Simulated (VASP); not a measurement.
# C: single point with LDA

The system is C.

```
C
1.0
     1.80119    1.80119    0.00000
    -1.80119    1.80119    0.00000
     0.00000    1.80119    1.75651
C
2
Direct
  0.50000 0.50000 0.00000
  0.75000 0.25000 0.50000
```

This cell differs from its parent crystal: in-plane strain +0.02, then relaxed in part.

```yaml
Program: VASP 6.6.1
Task: single point
Functional: LDA
Potentials_or_basis: VASP PAW LDA potentials, release 64 (C)
Cutoff: 520 eV
k_mesh: 12 × 12 × 12
Occupations: gaussian, width 0.01 eV
Spin: no spin polarisation
```

| Item | Value |
| --- | --- |
| Pressure | -13.6 GPa |
| Band gap on the k mesh | 3.48 eV, indirect (least direct gap 5.09 eV) |

Stress tensor (GPa, compression positive):
```
-21.11   0.00   0.00
  0.00 -21.11   0.00
  0.00   0.00   1.42
```

Levels at points of the mesh, in eV from the valence-band top:
```tsv
k point	band 2	band 3	band 4	band 5	band 6	band 7
(0.00, 0.00, 0.00)	-0.37	-0.37	0.00	5.09	5.39	5.39
(0.50, 0.00, 0.00)	-13.55	-3.24	-2.80	7.95	8.01	8.98
(0.50, 0.50, 0.00)	-12.95	-6.38	-6.38	4.65	4.65	16.24
(0.00, 0.00, 0.50)	-12.55	-6.75	-6.75	4.06	4.06	16.39
```

It took 6.8 s on 1 thread of Intel(R) Xeon(R) 6975P-C (Granite Rapids) (shared host), peak memory 0.12 GiB.

Caveat: the cell differs from its parent crystal (in-plane strain +0.02, then relaxed in part). A k mesh can miss the band edges.
